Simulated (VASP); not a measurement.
Here is a VASP 6.6.1 calculation.

POSCAR

```
C
1.0
    2.4559134450      0.0000000000      0.0000000000
   -1.2279567225      2.1268834329      0.0000000000
    0.0000000000      0.0000000000      7.0106290262
C
4
Direct
    1.0000000000      1.0000000000      0.2500000000
    0.0000000000      0.0000000000      0.7500000000
    0.3333333333      0.6666666667      0.2500000000
    0.6666666667      0.3333333333      0.7500000000
```

Contents of INCAR.step1:

```
ALGO = Normal
EDIFF = 1E-4
ENCUT = 520
GGA = PE
ISMEAR = -1
LASPH = T
LCHARG = F
LREAL = F
LWAVE = T
NBANDS = 16
NELM = 80
PREC = Accurate
SIGMA = 0.05
```

Contents of INCAR.step2:

```
ALGO = Normal
EDIFF = 1E-6
ENCUT = 520
ISIF = 2
ISMEAR = -1
ISTART = 1
LASPH = T
LCHARG = F
LMIXTAU = T
LREAL = F
LWAVE = F
METAGGA = R2SCAN
NBANDS = 16
NELM = 80
PREC = Accurate
SIGMA = 0.05
```

File KPOINTS:

```
k-points
0
Gamma
  21 21 7
```

Potentials or basis: VASP PAW PBE potentials, release 64 (C).

Run with:

```bash
$ cat potpaw_PBE.64/C/POTCAR > POTCAR
$ cp INCAR.step1 INCAR
$ mpirun -np 1 vasp_std > vasp.out
$ cp INCAR.step2 INCAR
$ mpirun -np 1 vasp_std > vasp.out
```

**Question.** Estimate the pressure.

**Answer.** 0.7 GPa.

**Question.** What does it give for the band gap on the k mesh?

**Answer.** Zero (bands 8 and 9 overlap by 0.02 eV).

Stress tensor (GPa, compression positive):
```
0.99 0.00 0.00
0.00 0.99 0.00
0.00 0.00 0.03
```

Caveat: the PAW data sets were made with another functional, which shifts forces and pressure a little.
